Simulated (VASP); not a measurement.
Set up this calculation in VASP 6.6.1, as the native input.

- Task: single point
- Functional: PBEsol
- Potentials or basis: VASP PAW PBE potentials, release 64 (Ag)
- Cutoff: 500 eV
- k mesh: 11 × 11 × 6
- Occupations: methfessel-paxton, width 0.1 eV
- Spin: no spin polarisation
- Dipole correction: no
- Further INCAR settings: ALGO = Normal; EDIFF = 1e-06; NBANDS = 18

The structure of Ag lies in POSCAR:

```
Ag
1.0
    2.8496852608      0.0000000000      0.0000000000
   -1.4248426304      2.4678994074      0.0000000000
    0.0000000000      0.0000000000      4.6587004776
Ag
2
Direct
    0.3333333333      0.6666666667      0.2500000000
    0.6666666667      0.3333333333      0.7500000000
```

One way to write it, as run:

INCAR

```
ALGO = Normal ; EDIFF = 1E-6
ENCUT = 500 ; GGA = PS
GGA_COMPAT = False ; ISIF = 2
ISMEAR = 1 ; LASPH = True
LCHARG = True ; LELF = True
LREAL = False ; LVHAR = True
LWAVE = False ; NBANDS = 18
NELM = 120 ; PREC = Accurate
SIGMA = 0.1
```

KPOINTS

```
k-points
0
Gamma
  11 11 6
```

Potentials or basis: VASP PAW PBE potentials, release 64 (Ag).

The run is started by

```sh
$ cat potpaw_PBE.64/Ag/POTCAR > POTCAR
$ mpirun -np 1 vasp_std > vasp.out
```

Results of the run:

```json
{"Pressure": "1.9 GPa", "Band gap on the k mesh": "zero (band 11 reaches 12.36 eV, above the bottom of band 12 at 5.37 eV)"}
```

Caveat: the PAW data sets were made with another functional, which shifts forces and pressure a little.

It took 25 s on 1 thread of Intel(R) Xeon(R) Platinum 8488C (Sapphire Rapids) (shared host), peak memory 0.16 GiB.
